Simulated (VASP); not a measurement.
Runs of VASP 6.6.1 on AlAs. The structure is that of space group F-43m (No. 216), or close to it. The cells are those of the table. 

| task | level | cell | k mesh | cutoff (eV) | smearing | gap on the mesh (eV) | pressure (GPa) |
| --- | --- | --- | --- | --- | --- | --- | --- |
| single point | PBEsol | a = 4.003 Å, angles 60.0°, 2 atoms | 6 × 6 × 6 | 500 | gaussian 0.1 eV | (a) | 0.8 |
| relaxation of cell and atoms | PBEsol | relaxed from a = 4.003 Å, angles 60.0°, 2 atoms | 8 × 8 × 8 | 600 | gaussian 0.02 eV | (b) | 0.0 |
| single point | PBEsol | a = 4.013 Å, angles 60.0°, 2 atoms | 8 × 8 × 8 | 500 | gaussian 0.02 eV | 1.33 | 0.3 |
| single point | PBE | a = 4.013 Å, angles 60.0°, 2 atoms | 8 × 8 × 8 | 500 | gaussian 0.02 eV | 1.45 | 2.2 |

Alike in all rows: potentials or basis VASP PAW PBE potentials, release 64 (Al, As); no spin polarisation.

Problem. Fill in the values left out.

Solution. (a) 1.31; (b) 1.34.

Caveats: the PAW data sets were made with another functional, which shifts forces and pressure a little (some runs).

A k mesh can miss the band edges, and the runs leave out spin-orbit coupling on As.
